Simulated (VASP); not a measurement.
# ScIr (Pm-3m) in VASP: a series of runs

The runs below take ScIr through single point, relaxation of cell and atoms, with LDA.

Program: VASP 6.6.1. These are calculated values, not measurements. Logs are shortened: lines on timing, memory, paths and dates and some standing lists are left out, and cuts for length are marked.

## (1) The cell of the first run

Symmetry: Pm-3m, No. 221, cubic system. Conventional cell: a = 3.162 Å, b = 3.162 Å, c = 3.162 Å, α = 90.00°, β = 90.00°, γ = 90.00°. Within 3.6 Å of Sc (site symmetry m-3m) lie 8 Ir at 2.74 Å and 6 Sc at 3.16 Å. Ir (site symmetry m-3m) has 8 Sc at 2.74 Å and 6 Ir at 3.16 Å within 3.6 Å.

## (2) Single point, LDA

The input, INCAR:

```
ALGO = Normal
EDIFF = 1E-6
ENCUT = 520
GGA = CA
ISIF = 2
ISMEAR = -1
LASPH = True
LCHARG = False
LREAL = False
LWAVE = False
NBANDS = 17
NELM = 100
PREC = Accurate
SIGMA = 0.08
```

The input, KPOINTS:

```
k-points
0
Gamma
  14 14 14
```

The input, POSCAR:

```
ScIr
1.0
    3.1618550561      0.0000000000      0.0000000000
    0.0000000000      3.1618550561      0.0000000000
    0.0000000000      0.0000000000      3.1618550561
Sc Ir
1 1
Direct
    0.5000000000      0.5000000000      0.5000000000
    0.0000000000      0.0000000000      0.0000000000
```

Potentials or basis: VASP PAW LDA potentials, release 64 (Sc_sv, Ir).

On the command line:

```sh
cat potpaw_LDA.64/Sc_sv/POTCAR potpaw_LDA.64/Ir/POTCAR > POTCAR
mpirun -np 1 vasp_std > vasp.out
```

OUTCAR:

```text
EDIFF = 1E-6
   ENCUT = 520
   GGA = CA
   ISIF = 2
   ISMEAR = -1
   LASPH = True
   LREAL = False
   NELM = 100
   PREC = Accurate

 ion  position               nearest neighbor table
   1  0.500  0.500  0.500-   2 2.74   2 2.74   2 2.74   2 2.74   2 2.74   2 2.74   2 2.74   2 2.74

   2  0.000  0.000  0.000-   1 2.74   1 2.74   1 2.74   1 2.74   1 2.74   1 2.74   1 2.74   1 2.74

  LATTYP: Found a simple cubic cell.
 ALAT       =     3.1618550561

  Lattice vectors:

 A1 = (   3.1618550561,   0.0000000000,   0.0000000000)
 A2 = (   0.0000000000,   3.1618550561,   0.0000000000)
 A3 = (   0.0000000000,   0.0000000000,   3.1618550561)

Analysis of symmetry for initial positions (statically):
=====================================================================
 Subroutine PRICEL returns:
 Original cell was already a primitive cell.

 Routine SETGRP: Setting up the symmetry group for a
 simple cubic supercell.

 Subroutine GETGRP returns: Found 48 space group operations
 (whereof 48 operations were pure point group operations)
 out of a pool of 48 trial point group operations.

The static configuration has the point symmetry O_h .

Analysis of symmetry for dynamics (positions and initial velocities):
=====================================================================
 Subroutine PRICEL returns:
 Original cell was already a primitive cell.

 Routine SETGRP: Setting up the symmetry group for a
 simple cubic supercell.

 Subroutine GETGRP returns: Found 48 space group operations
 (whereof 48 operations were pure point group operations)
 out of a pool of 48 trial point group operations.

The dynamic configuration has the point symmetry O_h .

 Subroutine INISYM returns: Found 48 space group operations
 (whereof 48 operations are pure point group operations),
 and found     1 'primitive' translations

----------------------------------------------------------------------------------------

                                     Primitive cell

  volume of cell :      31.6101

  direct lattice vectors                    reciprocal lattice vectors
     3.161855056  0.000000000  0.000000000     0.316270032  0.000000000  0.000000000
     0.000000000  3.161855056  0.000000000     0.000000000  0.316270032  0.000000000
     0.000000000  0.000000000  3.161855056     0.000000000  0.000000000  0.316270032

[... 74 lines left out ...]
   PREC   = accura    normal or accurate (medium, high low for compatibility)
   ISTART =      0    job   : 0-new  1-cont  2-samecut
   ICHARG =      2    charge: 1-file 2-atom 10-const
   ISPIN  =      1    spin polarized calculation?
   LNONCOLLINEAR =      F non collinear calculations
   LSORBIT =      F    spin-orbit coupling
   LASPH  =      T    aspherical Exc in radial PAW
   ENCUT  =  520.0 eV  38.22 Ry    6.18 a.u.   5.88  5.88  5.88*2*pi/ulx,y,z
   NELM   =    100;   NELMIN=  2; NELMDL= -5     # of ELM steps
   EDIFF  = 0.1E-05   stopping-criterion for ELM
   LREAL  =      F    real-space projection
   EDIFFG = 0.1E-04   stopping-criterion for IOM
   NSW    =      0    number of steps for IOM
   IBRION =     -1    ionic relax: 0-MD 1-quasi-New 2-CG
   NFREE  =      0    steps in history (QN), initial steepest desc. (CG)
   ISIF   =      2    stress and relaxation
   ISYM   =      2    0-nonsym 1-usesym 2-fastsym
   POTIM  = 0.5000    time-step for ionic-motion
   TEBEG  =    0.0;   TEEND  =   0.0 temperature during run
   PSTRESS=    0.0 pullay stress
   NELECT =      20.0000    total number of electrons
   NUPDOWN=      -1.0000    fix difference up-down
   EMIN   =  10.00;   EMAX   =-10.00  energy-range for DOS
   EFERMI =   0.00;   METHOD = LEGACY
   ISMEAR =    -1;   SIGMA  =   0.08  broadening in eV -4-tet -1-fermi 0-gaus
   EFERMI_NEDOS =   21; number of points for ismear=-14 and -15
   IALGO  =     38    algorithm
   IMIX   =      4    mixing-type and parameters
     AMIX     =   0.40;   BMIX     =  1.00
     AMIX_MAG =   1.60;   BMIX_MAG =  1.00
  volume/ion in A,a.u.               =      15.81       106.66
  Fermi-wavevector in a.u.,A,eV,Ry     =   1.405431  2.655880 26.874723  1.975236
  Thomas-Fermi vector in A             =   2.527893
   LORBIT       =      0    0 simple, 1 ext, 2 COOP (PROOUT), +10 PAW based schemes
   GGA     = CA    functional components
   LHFCALC =     F    Hartree Fock is set to
   AEXX    =    0.0000 exact exchange contribution
   IVDW    =     0    specifies the selected vdW correction
   LEPSILON=     F    determine dielectric tensor
   LRPA    =     F    only Hartree local field effects (RPA)
 non-spin polarized calculation
  energy-cutoff  :      520.00
  volume of cell :       31.61
 maximum number of plane-waves:       876
 NGX is ok and might be reduce to    24
   NGX = 11   NGY = 11   NGZ = 11

 number of electron      20.0000004 magnetization

 Free energy of the ion-electron system (eV)
  ---------------------------------------------------
  ext. energy  EPLUGINS =         0.00000000
  ---------------------------------------------------
  free energy    TOTEN  =       -19.17068030 eV

  energy without entropy =      -19.15528819  energy(sigma->0) =      -19.16298425

 E-fermi :   7.6330     XC(G=0): -12.8183

 val. band max:        7.6245922479   @ k =   0.5000   0.4286   0.3571
 cond. band min:       7.6447060226   @ k =   0.5000   0.0000   0.0000
 fundamental gap:      0.0201137748
 Fermi energy:         7.6330072482

 k-point     1 :       0.0000    0.0000    0.0000
  band No.  band energies     occupation
      1     -40.8712      2.00000
      2     -19.7429      2.00000
      3     -19.7429      2.00000
      4     -19.7429      2.00000
      5      -0.5170      2.00000
      6       2.3622      2.00000
[... 457 lines left out ...]
      4     -19.7189      2.00000
      5       1.9750      2.00000
      6       3.3575      2.00000
[... 9 lines left out ...]
     16      13.1353      0.00000
     17      17.9949      0.00000

 [... further k-points ...]
[... 5 lines left out ...]
  --------------------------------------------------------------------------------------
  -------------------------------------------------------------------------------------
  Total        0.2043138      0.2043138      0.2043138     -0.0000000     -0.0000000      0.0000000
  in kB       10.3557707     10.3557707     10.3557707     -0.0000000     -0.0000000      0.0000000
  external PRESSURE =      10.3557707 kB  Pullay stress =       0.0000000 kB

 VOLUME and BASIS-vectors are now :
 -----------------------------------------------------------------------------
  energy-cutoff  :      520.00
  volume of cell :       31.61
      direct lattice vectors                 reciprocal lattice vectors
     3.161855056  0.000000000  0.000000000     0.316270032  0.000000000  0.000000000
     0.000000000  3.161855056  0.000000000     0.000000000  0.316270032  0.000000000
     0.000000000  0.000000000  3.161855056     0.000000000  0.000000000  0.316270032

 POSITION                                       TOTAL-FORCE (eV/Angst)
 -----------------------------------------------------------------------------------
      1.58093      1.58093      1.58093         0.000000      0.000000      0.000000
      0.00000      0.00000      0.00000         0.000000      0.000000      0.000000
 -----------------------------------------------------------------------------------
    total drift:                                0.000000      0.000000     -0.000000

  FREE ENERGIE OF THE ION-ELECTRON SYSTEM (eV)
  ---------------------------------------------------
  free  energy   TOTEN  =       -19.1706803013 eV

  energy  without entropy=      -19.1552881942  energy(sigma->0) =      -19.16298425
```

stdout:

```text
POSCAR found type information on POSCAR ScIr
 POSCAR found :  2 types and       2 ions
 scaLAPACK will be used
 LDA part: xc-table for (Slater(with rela. corr.)+CA(PZ))
 , standard interpolation
 POSCAR, INCAR and KPOINTS ok, starting setup
 FFT: planning ... GRIDC
 FFT: planning ... GRID_SOFT
 FFT: planning ... GRID
 WAVECAR not read
 entering main loop
```

Wall time 60 s (1 thread of Intel Xeon 8259CL, shared host); peak memory 0.19 GiB.

Results:

* Free energy: -19.1707 eV
* Pressure: 1.0 GPa
* Band gap on the k mesh: zero (bands 10 and 11 overlap by 0.63 eV)

Caveat: spin-orbit coupling is left out, which moves the levels of the heavy elements.

## (3) Relaxation of cell and atoms, LDA

This run uses another cell than the first one, of 16.48 Å³/atom.

The input, INCAR:

```
PREC = Accurate ; ENCUT = 600
EDIFF = 1E-6 ; ISMEAR = -1
SIGMA = 0.08 ; LREAL = F
LASPH = T ; NELM = 100
ALGO = Normal ; ISIF = 3
LWAVE = F ; LCHARG = F
IBRION = 2 ; NSW = 100
EDIFFG = -0.002
```

The input, KPOINTS:

```
Automatic mesh
0
Gamma
  14 14 14
```

The input, POSCAR:

```
ScIr
1.0
    3.2060000000      0.0000000000      0.0000000000
    0.0000000000      3.2060000000      0.0000000000
    0.0000000000      0.0000000000      3.2060000000
Sc Ir
1 1
Direct
    0.5000000000      0.5000000000      0.5000000000
    0.0000000000      0.0000000000      0.0000000000
```

Potentials or basis: VASP PAW LDA potentials, release 64 (Sc_sv, Ir).

On the command line:

```sh
cat potpaw_LDA.64/Sc_sv/POTCAR potpaw_LDA.64/Ir/POTCAR > POTCAR
mpirun -np 1 vasp_std > vasp.out
```

Wall time 4.8 min (1 thread of Intel Xeon 8259CL, shared host); peak memory 0.21 GiB.

It converged, with:

| Item | Value |
| --- | --- |
| Free energy | -19.1716 eV |
| Relaxed volume | 15.89 Å³/atom |
| Relaxed cell | a = 3.168 Å, b = 3.168 Å, c = 3.168 Å, α = 90.00°, β = 90.00°, γ = 90.00° |
| Space group after relaxing (to 0.1 Å) | Pm-3m (No. 221) |
| Energy gained by relaxing | 12.1 meV/atom |
| Ionic steps | 4 |
| Pressure after relaxing | 0.0 GPa |
| Band gap on the k mesh | zero (bands 10 and 11 overlap by 0.62 eV) |

Step by step:
```csv
step,energy change (eV),largest force (eV/Å),pressure (GPa),volume (Å³)
1,0.0000,0.0000,-6.47,32.95
2,0.0534,0.0000,13.75,29.88
3,-0.0243,0.0000,-0.13,31.81
4,-0.0243,0.0000,0.00,31.79
```

Final structure:
```
Sc Ir
1.0
     3.16776    0.00000    0.00000
     0.00000    3.16776    0.00000
     0.00000    0.00000    3.16776
Sc Ir
1 1
Direct
  0.50000 0.50000 0.50000
  0.00000 0.00000 0.00000
```

Levels at points of the mesh, in eV from the Fermi level:
```tsv
k point	band 8	band 9	band 10	band 11	band 12	band 13
(0.00, 0.00, 0.00)	-1.94	-1.94	-1.94	2.26	2.26	4.48
(0.50, 0.00, 0.00)	-2.36	-2.36	-1.30	0.03	0.48	1.64
(0.50, 0.50, 0.00)	-3.39	-0.29	0.33	0.96	0.96	2.84
(0.50, 0.50, 0.50)	-1.18	-1.18	-1.18	-0.21	-0.21	4.51
```

Caveat: spin-orbit coupling is left out, which moves the levels of the heavy elements.
